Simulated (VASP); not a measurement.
# Si3Ge (P-4m2) in VASP: a series of runs

The runs below take Si3Ge through single point, relaxation of shape and atoms at fixed volume, with PBE.

Everything below comes from runs of VASP 6.6.1. Logs are shortened: lines on timing, memory, paths and dates and some standing lists are left out, and cuts for length are marked.

**1. The cell of the first run**

Symmetry: P-4m2, No. 115, tetragonal system. The conventional cell has a = 4.038 Å, b = 4.038 Å, c = 5.713 Å, α = 90.00°, β = 90.00°, γ = 90.00°. Si (site symmetry -4m2) has 4 Si at 2.45 Å within 3.2 Å. Within 3.2 Å of Si (site symmetry 2mm) lie 2 Si at 2.45 Å and 2 Ge at 2.49 Å. Ge (site symmetry -4m2) has 4 Si at 2.49 Å within 3.3 Å.

**2. Single point, PBE (23.29 Å³/atom)**

Contents of INCAR:

```
SYSTEM = Si3Ge
PREC     = Accurate       ! precision mode
ENCUT    = 520            ! plane-wave cutoff, eV
EDIFF    = 1E-7           ! SCF threshold, eV
ISMEAR   = 0              ! smearing method
SIGMA    = 0.02           ! smearing width, eV
LREAL    = .False.        ! projectors in reciprocal space
LASPH    = .True.         ! aspherical terms in the spheres
NELM     = 100            ! most SCF steps
ALGO     = Normal         ! electronic algorithm
ISIF     = 2              ! what is computed and relaxed
LWAVE    = .False.        ! write WAVECAR
LCHARG   = .False.        ! write CHGCAR
GGA      = PE             ! functional
NBANDS   = 21             ! bands
```

Contents of KPOINTS:

```
regular mesh
0
Gamma
  10 10 6
  0 0 0
```

Contents of POSCAR:

```
Si3Ge
1.0
    4.0378786258      0.0000000000      0.0000000000
    0.0000000000      4.0378786258      0.0000000000
    0.0000000000      0.0000000000      5.7128725385
Si Ge
3 1
Direct
    0.5000000000      0.5000000000      0.0000000000
    0.0000000000      0.5000000000      0.7561336471
    0.5000000000      0.0000000000      0.2438663529
    0.0000000000      0.0000000000      0.5000000000
```

Potentials or basis: VASP PAW PBE potentials, release 64 (Si, Ge_d).

Launch:

```sh
> cat potpaw_PBE.64/Si/POTCAR potpaw_PBE.64/Ge_d/POTCAR > POTCAR
> mpirun -np 1 vasp_std > vasp.out
```

OUTCAR:

```text
SYSTEM = Si3Ge
   PREC = Accurate
   ENCUT = 520
   EDIFF = 1E-7
   ISMEAR = 0
   LREAL = .False.
   LASPH = .True.
   NELM = 100
   ISIF = 2
   GGA = PE

 ion  position               nearest neighbor table
   1  0.500  0.500  0.000-   2 2.45   3 2.45   3 2.45   2 2.45
   2  0.000  0.500  0.756-   1 2.45   1 2.45   4 2.49   4 2.49
   3  0.500  0.000  0.244-   1 2.45   1 2.45   4 2.49   4 2.49
   4  0.000  0.000  0.500-   2 2.49   3 2.49   2 2.49   3 2.49

  LATTYP: Found a simple tetragonal cell.
 ALAT       =     4.0378786258
 C/A-ratio  =     1.4148202727

  Lattice vectors:

 A1 = (   4.0378786258,   0.0000000000,   0.0000000000)
 A2 = (   0.0000000000,   4.0378786258,   0.0000000000)
 A3 = (   0.0000000000,   0.0000000000,   5.7128725385)

Analysis of symmetry for initial positions (statically):
=====================================================================
 Subroutine PRICEL returns:
 Original cell was already a primitive cell.

 Routine SETGRP: Setting up the symmetry group for a
 simple tetragonal supercell.

 Subroutine GETGRP returns: Found  8 space group operations
 (whereof  8 operations were pure point group operations)
 out of a pool of 16 trial point group operations.

The static configuration has the point symmetry D_2d.

Analysis of symmetry for dynamics (positions and initial velocities):
=====================================================================
 Subroutine PRICEL returns:
 Original cell was already a primitive cell.

 Routine SETGRP: Setting up the symmetry group for a
 simple tetragonal supercell.

 Subroutine GETGRP returns: Found  8 space group operations
 (whereof  8 operations were pure point group operations)
 out of a pool of 16 trial point group operations.

The dynamic configuration has the point symmetry D_2d.

 Subroutine INISYM returns: Found  8 space group operations
 (whereof  8 operations are pure point group operations),
 and found     1 'primitive' translations

----------------------------------------------------------------------------------------

                                     Primitive cell

  volume of cell :      93.1453

  direct lattice vectors                    reciprocal lattice vectors
     4.037878626  0.000000000  0.000000000     0.247654794  0.000000000  0.000000000
     0.000000000  4.037878626  0.000000000     0.000000000  0.247654794  0.000000000
     0.000000000  0.000000000  5.712872539     0.000000000  0.000000000  0.175043289

  length of vectors
     4.037878626  4.037878626  5.712872539     0.247654794  0.247654794  0.175043289

  position of ions in fractional coordinates (direct lattice)
     0.500000000  0.500000000  0.000000000
     0.000000000  0.500000000  0.756133647
     0.500000000  0.000000000  0.243866353
     0.000000000  0.000000000  0.500000000

  ion indices of the primitive-cell ions
   primitive index   ion index
                 1           1
                 2           2
                 3           3
                 4           4

----------------------------------------------------------------------------------------

 KPOINTS: regular mesh

Automatic generation of k-mesh.
 Grid dimensions read from file:
 generate k-points for:   10   10    6

 Generating k-lattice:

  Cartesian coordinates                     Fractional coordinates (reciprocal lattice)
     0.024765479  0.000000000  0.000000000     0.100000000  0.000000000  0.000000000
     0.000000000  0.024765479  0.000000000     0.000000000  0.100000000  0.000000000
     0.000000000  0.000000000  0.029173882     0.000000000  0.000000000  0.166666667

  Length of vectors
     0.024765479  0.024765479  0.029173882

  Shift w.r.t. Gamma in fractional coordinates (k-lattice)
     0.000000000  0.000000000  0.000000000

 Subroutine IBZKPT returns following result:
 ===========================================

 Found     84 irreducible k-points:

 Following reciprocal coordinates:
            Coordinates               Weight
  0.000000  0.000000  0.000000      1.000000
  0.100000  0.000000  0.000000      4.000000
  0.200000  0.000000  0.000000      4.000000
  0.300000  0.000000  0.000000      4.000000
  0.400000  0.000000  0.000000      4.000000
  0.500000  0.000000  0.000000      2.000000
[... 16 lines left out ...]
  0.100000  0.000000  0.166667      8.000000
  0.200000  0.000000  0.166667      8.000000
 [... further k-points ...]
   k-points           NKPTS =     84   k-points in BZ     NKDIM =     84   number of bands    NBANDS=     21
   number of dos      NEDOS =    301   number of ions     NIONS =      4
   total plane-waves  NPLWV =  37800
   dimension x,y,z NGX =    30 NGY =   30 NGZ =   42
   dimension x,y,z NGXF=    60 NGYF=   60 NGZF=   84
   ions per type =               3   1
   NGX,Y,Z   is equivalent  to a cutoff of  12.35, 12.35, 12.22 a.u.
   NGXF,Y,Z  is equivalent  to a cutoff of  24.70, 24.70, 24.44 a.u.
 SYSTEM =  Si3Ge
   PREC   = accura    normal or accurate (medium, high low for compatibility)
   ISTART =      0    job   : 0-new  1-cont  2-samecut
   ICHARG =      2    charge: 1-file 2-atom 10-const
   ISPIN  =      1    spin polarized calculation?
   LNONCOLLINEAR =      F non collinear calculations
   LSORBIT =      F    spin-orbit coupling
   LASPH  =      T    aspherical Exc in radial PAW
   ENCUT  =  520.0 eV  38.22 Ry    6.18 a.u.   7.51  7.51 10.62*2*pi/ulx,y,z
   NELM   =    100;   NELMIN=  2; NELMDL= -5     # of ELM steps
   EDIFF  = 0.1E-06   stopping-criterion for ELM
   LREAL  =      F    real-space projection
   EDIFFG = 0.1E-05   stopping-criterion for IOM
   NSW    =      0    number of steps for IOM
   IBRION =     -1    ionic relax: 0-MD 1-quasi-New 2-CG
   NFREE  =      0    steps in history (QN), initial steepest desc. (CG)
   ISIF   =      2    stress and relaxation
   ISYM   =      2    0-nonsym 1-usesym 2-fastsym
   POTIM  = 0.5000    time-step for ionic-motion
   TEBEG  =    0.0;   TEEND  =   0.0 temperature during run
   PSTRESS=    0.0 pullay stress
   NELECT =      26.0000    total number of electrons
   NUPDOWN=      -1.0000    fix difference up-down
   EMIN   =  10.00;   EMAX   =-10.00  energy-range for DOS
   EFERMI =   0.00;   METHOD = LEGACY
   ISMEAR =     0;   SIGMA  =   0.02  broadening in eV -4-tet -1-fermi 0-gaus
   EFERMI_NEDOS =   21; number of points for ismear=-14 and -15
   IALGO  =     38    algorithm
   IMIX   =      4    mixing-type and parameters
     AMIX     =   0.40;   BMIX     =  1.00
     AMIX_MAG =   1.60;   BMIX_MAG =  1.00
  volume/ion in A,a.u.               =      23.29       157.14
  Fermi-wavevector in a.u.,A,eV,Ry     =   1.069906  2.021829 15.574571  1.144699
  Thomas-Fermi vector in A             =   2.205600
   LORBIT       =      0    0 simple, 1 ext, 2 COOP (PROOUT), +10 PAW based schemes
   GGA     = PE    functional components
   LHFCALC =     F    Hartree Fock is set to
   AEXX    =    0.0000 exact exchange contribution
   IVDW    =     0    specifies the selected vdW correction
   LEPSILON=     F    determine dielectric tensor
   LRPA    =     F    only Hartree local field effects (RPA)
 non-spin polarized calculation
 Gauss-broadening in eV      SIGMA  =   0.02
  energy-cutoff  :      520.00
  volume of cell :       93.15
 maximum number of plane-waves:      2566
   NGX = 15   NGY = 15   NGZ = 21

 number of electron      25.9999968 magnetization

 Free energy of the ion-electron system (eV)
  ---------------------------------------------------
  ext. energy  EPLUGINS =         0.00000000
  ---------------------------------------------------
  free energy    TOTEN  =       -20.55207369 eV

  energy without entropy =      -20.55207369  energy(sigma->0) =      -20.55207369

 E-fermi :   4.5929     XC(G=0):  -9.0696

 val. band max:        4.4807138983   @ k =   0.0000   0.0000   0.0000
 cond. band min:       5.0198816702   @ k =   0.5000   0.5000   0.0000
 fundamental gap:      0.5391677719
 Fermi energy:         4.5929340929

 k-point     1 :       0.0000    0.0000    0.0000
  band No.  band energies     occupation
      1     -19.7060      2.00000
      2     -19.6983      2.00000
      3     -19.6983      2.00000
      4     -19.6832      2.00000
      5     -19.6832      2.00000
      6      -6.9176      2.00000
[... 13 lines left out ...]
     20      11.6123      0.00000
     21      12.3352      0.00000

 k-point     2 :       0.1000    0.0000    0.0000
  band No.  band energies     occupation
      1     -19.7056      2.00000
      2     -19.6986      2.00000
      3     -19.6983      2.00000
      4     -19.6833      2.00000
      5     -19.6831      2.00000
      6      -6.8409      2.00000
[... 13 lines left out ...]
     20      11.8957      0.00000
     21      11.9599      0.00000

 k-point     3 :       0.2000    0.0000    0.0000
  band No.  band energies     occupation
      1     -19.7044      2.00000
      2     -19.6991      2.00000
      3     -19.6983      2.00000
      4     -19.6837      2.00000
      5     -19.6826      2.00000
      6      -6.6134      2.00000
[... 13 lines left out ...]
     20      11.2021      0.00000
     21      12.0312      0.00000

 k-point     4 :       0.3000    0.0000    0.0000
  band No.  band energies     occupation
      1     -19.7030      2.00000
      2     -19.6999      2.00000
      3     -19.6983      2.00000
      4     -19.6841      2.00000
      5     -19.6820      2.00000
      6      -6.2439      2.00000
[... 13 lines left out ...]
     20      10.5758      0.00000
     21      11.0868      0.00000

 k-point     5 :       0.4000    0.0000    0.0000
  band No.  band energies     occupation
      1     -19.7018      2.00000
      2     -19.7005      2.00000
      3     -19.6982      2.00000
      4     -19.6845      2.00000
      5     -19.6815      2.00000
      6      -5.7546      2.00000
[... 13 lines left out ...]
     20      10.1866      0.00000
     21      10.4694      0.00000
[... 382 lines left out ...]
     20      13.3950      0.00000
     21      13.4931      0.00000

 k-point    22 :       0.0000    0.0000    0.1667
  band No.  band energies     occupation
      1     -19.7060      2.00000
      2     -19.6984      2.00000
      3     -19.6984      2.00000
      4     -19.6832      2.00000
      5     -19.6832      2.00000
      6      -6.8119      2.00000
[... 13 lines left out ...]
     20      11.6838      0.00000
     21      12.0944      0.00000

 k-point    23 :       0.1000    0.0000    0.1667
  band No.  band energies     occupation
      1     -19.7056      2.00000
      2     -19.6986      2.00000
      3     -19.6983      2.00000
      4     -19.6833      2.00000
      5     -19.6831      2.00000
      6      -6.7361      2.00000
[... 13 lines left out ...]
     20      11.7286      0.00000
     21      11.8763      0.00000

 k-point    24 :       0.2000    0.0000    0.1667
  band No.  band energies     occupation
      1     -19.7044      2.00000
      2     -19.6991      2.00000
      3     -19.6983      2.00000
      4     -19.6837      2.00000
      5     -19.6826      2.00000
      6      -6.5116      2.00000
[... 13 lines left out ...]
     20      10.8351      0.00000
     21      11.0191      0.00000

 [... further k-points ...]
[... 5 lines left out ...]
  --------------------------------------------------------------------------------------
  -------------------------------------------------------------------------------------
  Total       -3.6628144     -3.6628144     -3.6719591      0.0000000      0.0000000      0.0000000
  in kB      -63.0034652    -63.0034652    -63.1607627      0.0000000      0.0000000      0.0000000
  external PRESSURE =     -63.0558977 kB  Pullay stress =       0.0000000 kB

 VOLUME and BASIS-vectors are now :
 -----------------------------------------------------------------------------
  energy-cutoff  :      520.00
  volume of cell :       93.15
      direct lattice vectors                 reciprocal lattice vectors
     4.037878626  0.000000000  0.000000000     0.247654794  0.000000000  0.000000000
     0.000000000  4.037878626  0.000000000     0.000000000  0.247654794  0.000000000
     0.000000000  0.000000000  5.712872539     0.000000000  0.000000000  0.175043289

 POSITION                                       TOTAL-FORCE (eV/Angst)
 -----------------------------------------------------------------------------------
      2.01894      2.01894      0.00000        -0.000000      0.000000      0.000000
      0.00000      2.01894      4.31970        -0.000000     -0.000000     -0.002929
      2.01894      0.00000      1.39318        -0.000000      0.000000      0.002929
      0.00000      0.00000      2.85644         0.000000     -0.000000      0.000000
 -----------------------------------------------------------------------------------
    total drift:                               -0.000000      0.000000      0.000000

  FREE ENERGIE OF THE ION-ELECTRON SYSTEM (eV)
  ---------------------------------------------------
  free  energy   TOTEN  =       -20.5520736862 eV

  energy  without entropy=      -20.5520736862  energy(sigma->0) =      -20.55207369
```

Run time: 47 s. Hardware: 1 thread of AMD EPYC 9R45 (Zen 5), shared host; peak memory 0.25 GiB.

Results:

| Property | Result |
| --- | --- |
| Free energy | -20.5521 eV |
| Pressure | -6.3 GPa |
| Band gap on the k mesh | 0.54 eV (least direct gap 0.81 eV) |

Forces on the atoms (eV/Å):
```
Si   0.000  0.000  0.000
Si   0.000  0.000 -0.003
Si   0.000  0.000  0.003
Ge   0.000  0.000  0.000
```

Caveat: the cell stands under tension. A k mesh can miss the band edges.

(Part 1 of 2 ends here.)
